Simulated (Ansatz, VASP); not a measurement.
One calculation of CuO, two programs

```
Cu O
1.0
     3.17550    0.00000    0.00000
     0.00000    3.17550    0.00000
     0.00000    0.00000    4.64953
Cu O
2 2
Direct
  0.00000 0.00000 0.00000
  0.50000 0.50000 0.00000
  0.50000 0.00000 0.26700
  0.00000 0.50000 0.73300
```

Alike in both runs: functional PBE; k mesh 8 × 8 × 6; occupations fermi-dirac, width 0.05 eV; no spin polarisation; Hubbard terms Cu d U = 2.0 eV.

|  | VASP | Ansatz |
| --- | --- | --- |
| version | VASP 6.6.1 | Ansatz 0.2.0 |
| potentials or method | VASP PAW PBE potentials, release 64 (Cu, O) | Ansatz PAW |
| plane-wave cutoff (eV) | 520 | 420 |
| valence electrons in the cell | 34 | 50 |
| task | single point | band structure |

```csv
,VASP,Ansatz,Ansatz less VASP
gap on the k mesh at the Fermi level (eV),none,none,-
pressure (GPa),15.1,17.4,+2.27
"traceless stress, the component that is largest in VASP (GPa)",-24.18,-24.12,+0.060
rms of the force components (eV/Å),0.388,0.285,-0.1028
```

The programs project onto different local orbitals, so the same U acts differently, and such runs can settle in different states. Atom by atom the forces differ by 0.103 eV/Å (rms over components). A gap of «none» marks a metal or a gap that the smearing closes. VASP's potentials hold 34 valence electrons a cell and Ansatz's 50, so a difference there can come from the potentials and not from the codes.
